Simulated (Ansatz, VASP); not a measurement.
**One calculation of Rh, two programs**

```
CELL_PARAMETERS angstrom
0.00000 2.74374 2.74374
2.74374 0.00000 2.74374
2.74374 2.74374 0.00000
ATOMIC_POSITIONS crystal
Rh 0.12500 0.12500 0.12500
Rh 0.87500 0.87500 0.87500
```

Alike in both runs: task single point; functional RPBE; k mesh 11 × 11 × 11; occupations fermi-dirac, width 0.1 eV; no spin polarisation.

```csv
,VASP,Ansatz
version,VASP 6.6.1,Ansatz 0.2.0
potentials or method,"VASP PAW PBE potentials, release 64 (Rh_pv), cutoff 520 eV","plane waves (420 eV) with PAW, scalar-relativistic"
valence electrons in the cell,30,34
```

```tsv
	VASP	Ansatz	Ansatz less VASP
pressure (GPa)	5.3	5.1	-0.18
```

VASP's potentials were made for PBE, not for RPBE. VASP's potentials hold 30 valence electrons a cell and Ansatz's 34, so a difference there can come from the potentials and not from the codes.
